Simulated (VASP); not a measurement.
A run of VASP 6.6.1 is set up as follows.

Contents of INCAR:

```
PREC     = Accurate       # precision mode
ENCUT    = 520            # plane-wave cutoff, eV
EDIFF    = 1E-7           # SCF threshold, eV
ISMEAR   = -1             # smearing method
SIGMA    = 0.1            # smearing width, eV
LREAL    = False          # projectors in reciprocal space
LASPH    = True           # aspherical terms in the spheres
NELM     = 150            # most SCF steps
ALGO     = Normal         # electronic algorithm
ISIF     = 2              # what is computed and relaxed
LWAVE    = False          # write WAVECAR
LCHARG   = False          # write CHGCAR
ISPIN    = 2              # spin polarisation
MAGMOM   = 0.49           # initial moments
LORBIT   = 11             # projections on sites
NUPDOWN  = 0.49           # fixed moment
LMAXMIX  = 4              # l up to which the mixer works
GGA      = PE             # functional
NBANDS   = 15             # bands
```

File KPOINTS:

```
Automatic mesh
0
Gamma
  12 12 12
```

Contents of POSCAR:

```
Ni
1.0
    0.0000000000      1.7855000000      1.7855000000
    1.7855000000      0.0000000000      1.7855000000
    1.7855000000      1.7855000000      0.0000000000
Ni
1
Direct
    0.0000000000      0.0000000000      0.0000000000
```

Potentials or basis: VASP PAW PBE potentials, release 64 (Ni).

The run is started by

```console
$ cat potpaw_PBE.64/Ni/POTCAR > POTCAR
$ mpirun -np 1 vasp_std > vasp.out
```

Problem. Predict the pressure.

Solution. -8.0 GPa.

Caveat: the total moment is fixed, so each spin has its own Fermi level.
